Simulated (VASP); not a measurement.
# KI in VASP: single point with AM05

Aim: the single point of KI with AM05.

Program: VASP 6.6.1. These are calculated values, not measurements. Logs are shortened: lines on timing, memory, paths and dates and some standing lists are left out, and cuts for length are marked.

**1. The cell of the first run**

The cell holds a molecule in a box, 2 atoms: a = 9.000 Å, b = 9.000 Å, c = 13.000 Å, α = 90.00°, β = 90.00°, γ = 90.00°.

**2. Single point, AM05**

POSCAR reads:

```
KI
1.0
    9.0000000000      0.0000000000      0.0000000000
    0.0000000000      9.0000000000      0.0000000000
    0.0000000000      0.0000000000     13.0000000000
K I
1 1
Direct
    0.5014444400      0.5023333300      0.3853906200
    0.5014444400      0.5023333300      0.6198401500
```

INCAR.step1 reads:

```
SYSTEM = KI
ALGO = Normal
EDIFF = 1E-5
EFERMI = MIDGAP
ENCUT = 400
GGA = PE
GGA_COMPAT = .FALSE.
ISIF = 0
ISMEAR = 0
LASPH = .TRUE.
LCHARG = .TRUE.
LREAL = .FALSE.
LWAVE = .TRUE.
NELM = 100
NELMDL = -8
PREC = Accurate
SIGMA = 0.03
```

INCAR.step2 reads:

```
SYSTEM = KI
ALGO = All
EDIFF = 1E-6
EFERMI = MIDGAP
ENCUT = 400
GGA = AM
GGA_COMPAT = .FALSE.
ISEARCH = 1
ISIF = 0
ISMEAR = 0
ISTART = 1
LASPH = .TRUE.
LCHARG = .FALSE.
LREAL = .FALSE.
LWAVE = .FALSE.
NELM = 100
NELMDL = -8
PREC = Accurate
SIGMA = 0.03
```

KPOINTS reads:

```
k-points
0
Gamma
  1 1 1
```

Potentials or basis: VASP PAW PBE potentials, release 64 (K_sv, I).

Launch:

```
> cat potpaw_PBE.64/K_sv/POTCAR potpaw_PBE.64/I/POTCAR > POTCAR
> cp INCAR.step1 INCAR
> mpirun -np 1 vasp_gam > vasp.out
> cp INCAR.step2 INCAR
> mpirun -np 1 vasp_gam > vasp.out
```

OUTCAR:

```text
SYSTEM = KI
   EDIFF = 1E-6
   EFERMI = MIDGAP
   ENCUT = 400
   GGA = AM
   ISIF = 0
   ISMEAR = 0
   ISTART = 1
   LASPH = .TRUE.
   LREAL = .FALSE.
   NELM = 100
   NELMDL = -8
   PREC = Accurate

 Found      1 irreducible k-points:

 Following reciprocal coordinates:
            Coordinates               Weight
  0.000000  0.000000  0.000000      1.000000
   k-points           NKPTS =      1   k-points in BZ     NKDIM =      1   number of bands    NBANDS=     12
   number of dos      NEDOS =    301   number of ions     NIONS =      2
   total plane-waves  NPLWV = 324000
   dimension x,y,z NGX =    60 NGY =   60 NGZ =   90
   dimension x,y,z NGXF=   120 NGYF=  120 NGZF=  180
   ions per type =               1   1
   NGX,Y,Z   is equivalent  to a cutoff of  11.08, 11.08, 11.51 a.u.
   NGXF,Y,Z  is equivalent  to a cutoff of  22.17, 22.17, 23.02 a.u.
 SYSTEM =  KI
   PREC   = accura    normal or accurate (medium, high low for compatibility)
   ISTART =      1    job   : 0-new  1-cont  2-samecut
   ICHARG =      0    charge: 1-file 2-atom 10-const
   ISPIN  =      1    spin polarized calculation?
   LNONCOLLINEAR =      F non collinear calculations
   LSORBIT =      F    spin-orbit coupling
   LASPH  =      T    aspherical Exc in radial PAW
   ENCUT  =  400.0 eV  29.40 Ry    5.42 a.u.  14.68 14.68 21.20*2*pi/ulx,y,z
   NELM   =    100;   NELMIN=  2; NELMDL= -8     # of ELM steps
   EDIFF  = 0.1E-05   stopping-criterion for ELM
   LREAL  =      F    real-space projection
   EDIFFG = 0.1E-04   stopping-criterion for IOM
   NSW    =      0    number of steps for IOM
   IBRION =     -1    ionic relax: 0-MD 1-quasi-New 2-CG
   NFREE  =      0    steps in history (QN), initial steepest desc. (CG)
   ISIF   =      0    stress and relaxation
   ISYM   =      2    0-nonsym 1-usesym 2-fastsym
   POTIM  = 0.5000    time-step for ionic-motion
   TEBEG  =    0.0;   TEEND  =   0.0 temperature during run

   SCALEE = 1.0000    scale energy and forces
   PSTRESS=    0.0 pullay stress
   NELECT =      16.0000    total number of electrons
   NUPDOWN=      -1.0000    fix difference up-down
   EMIN   =  10.00;   EMAX   =-10.00  energy-range for DOS
   EFERMI =   0.00;   METHOD = MIDGAP
   ISMEAR =     0;   SIGMA  =   0.03  broadening in eV -4-tet -1-fermi 0-gaus
   EFERMI_NEDOS =   21; number of points for ismear=-14 and -15
   IALGO  =     58    algorithm
   IMIX   =      4    mixing-type and parameters
     AMIX     =   0.40;   BMIX     =  1.00
     AMIX_MAG =   1.60;   BMIX_MAG =  1.00
  volume/ion in A,a.u.               =     526.50      3553.00
  Fermi-wavevector in a.u.,A,eV,Ry     =   0.405482  0.766251  2.237015  0.164416
  Thomas-Fermi vector in A             =   1.357813
   LORBIT       =      0    0 simple, 1 ext, 2 COOP (PROOUT), +10 PAW based schemes
   GGA     = AM    functional components
   LHFCALC =     F    Hartree Fock is set to
   AEXX    =    0.0000 exact exchange contribution
   IVDW    =     0    specifies the selected vdW correction
   LEPSILON=     F    determine dielectric tensor
   LRPA    =     F    only Hartree local field effects (RPA)

   CSHIFT  =0.1000    complex shift for real part using Kramers Kronig

   OMEGAMAX=  -1.0    maximum frequency
 non-spin polarized calculation
 Gauss-broadening in eV      SIGMA  =   0.03
  energy-cutoff  :      400.00
  volume of cell :     1053.00
 maximum number of plane-waves:      9546
 NGX is ok and might be reduce to    60
   NGX = 29   NGY = 29   NGZ = 43

 number of electron      15.9999999 magnetization

 Free energy of the ion-electron system (eV)
  ---------------------------------------------------
  ext. energy  EPLUGINS =         0.00000000
  ---------------------------------------------------
  free energy    TOTEN  =        -3.87477429 eV

  energy without entropy =       -3.87477429  energy(sigma->0) =       -3.87477429

 E-fermi :  -2.8261     XC(G=0):  -1.5773

 val. band max:       -4.0149753434   @ k =   0.0000   0.0000   0.0000
 cond. band min:      -1.6007154578   @ k =   0.0000   0.0000   0.0000
 fundamental gap:      2.4142598855
 Fermi energy:        -2.8261432867

 k-point     1 :       0.0000    0.0000    0.0000
  band No.  band energies     occupation
      1     -35.0759      2.00000
      2     -18.6962      2.00000
      3     -18.6962      2.00000
      4     -18.6278      2.00000
      5     -13.9644      2.00000
      6      -4.3625      2.00000
      7      -4.0150      2.00000
      8      -4.0150      2.00000
      9      -1.6007      0.00000
     10      -1.0299      0.00000
     11       0.4392      0.00000
     12       0.4396      0.00000

------------------------ aborting loop because EDIFF is reached ----------------------------------------

 VOLUME and BASIS-vectors are now :
 -----------------------------------------------------------------------------
  energy-cutoff  :      400.00
  volume of cell :     1053.00
      direct lattice vectors                 reciprocal lattice vectors
     9.000000000  0.000000000  0.000000000     0.111111111  0.000000000  0.000000000
     0.000000000  9.000000000  0.000000000     0.000000000  0.111111111  0.000000000
     0.000000000  0.000000000 13.000000000     0.000000000  0.000000000  0.076923077

 POSITION                                       TOTAL-FORCE (eV/Angst)
 -----------------------------------------------------------------------------------
      4.51300      4.52100      5.01008         0.000000     -0.000000      0.047367
      4.51300      4.52100      8.05792         0.000000      0.000000     -0.047367
 -----------------------------------------------------------------------------------
    total drift:                               -0.000003     -0.000002     -0.001003

  FREE ENERGIE OF THE ION-ELECTRON SYSTEM (eV)
  ---------------------------------------------------
  free  energy   TOTEN  =        -3.8747742943 eV

  energy  without entropy=       -3.8747742943  energy(sigma->0) =       -3.87477429
```

It took 3.3 min on 1 thread of Intel Xeon Platinum 8259CL at 2.50GHz (Skylake/Cascade Lake), shared host; peak memory 0.62 GiB.

Results:

```yaml
Free_energy: -3.8748 eV
Largest_force: 0.047 eV/Å
Gap_between_the_frontier_levels: 2.41 eV
```

Forces on the atoms (eV/Å):
```
K    0.000  0.000  0.047
I    0.000  0.000 -0.047
```

Caveat: the PAW data sets were made with another functional, which shifts forces and pressure a little; spin-orbit coupling is left out, which moves the levels of the heavy elements.
